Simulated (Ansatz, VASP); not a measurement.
**Two plane-wave programs on Ni**

Contents of INCAR:

```
PREC = Accurate ; ENCUT = 520
EDIFF = 1E-7 ; ISMEAR = 0
SIGMA = 0.05 ; LREAL = F
LASPH = T ; NELM = 150
ALGO = Normal ; ISIF = 2
LWAVE = F ; LCHARG = F
ISPIN = 2 ; MAGMOM = 0.72
LORBIT = 11 ; LMAXMIX = 4
NBANDS = 15
```

Contents of KPOINTS:

```
Automatic mesh
0
Gamma
  22 22 22
```

The input POSCAR:

```
Ni
1.0
    0.0000000000      1.7008304603      1.7008304603
    1.7008304603      0.0000000000      1.7008304603
    1.7008304603      1.7008304603      0.0000000000
Ni
1
Direct
    0.0000000000      0.0000000000      0.0000000000
```

Input for Ansatz:

```yaml
crystal:
  lattice:
    - [0.0, 1.7008304603, 1.7008304603]
    - [1.7008304603, 0.0, 1.7008304603]
    - [1.7008304603, 1.7008304603, 0.0]
  atoms:
    - { symbol: Ni, position: [0.0, 0.0, 0.0], spin: 0.72 }
basis:
  ecutwfc: 420
  ecutrho_ratio: 4
kpoints:
  mp_grid: { grid: [22, 22, 22] }
hamiltonian:
  xc: lda
scf:
  occupations: { method: gaussian, width: 0.05 }
output:
  forces: true
  stress: true
  eigenvalues: true
  populations: true
magnetization:
  spin_polarized: true
```

Alike in both runs: task single point; functional LDA; k mesh 22 × 22 × 22; occupations gaussian, width 0.05 eV; collinear spin.

|  | VASP | Ansatz |
| --- | --- | --- |
| version | VASP 6.6.1 | Ansatz 0.2.0 |
| potentials or method | VASP PAW LDA potentials, release 64 (Ni), cutoff 520 eV | scalar-relativistic, plane waves, PAW |
| valence electrons in the cell | 10 | 18 |

```csv
,VASP,Ansatz,Ansatz less VASP
gap on the k mesh at the Fermi level (eV),none,none,-
pressure (GPa),4.7,5.3,+0.58
net moment per atom (μB),0.55,0.62,+0.070
size of the moment on the site where the two differ most (μB),0.55,0.65,+0.097
```

LDA's correlation is that of Perdew and Zunger in VASP and of Perdew and Wang (1992) in Ansatz. Site moments also hang on the region over which each program counts them. A gap of «none» marks a metal or a gap that the smearing closes. VASP's potentials hold 10 valence electrons a cell and Ansatz's 18, so a difference there can come from the potentials and not from the codes.
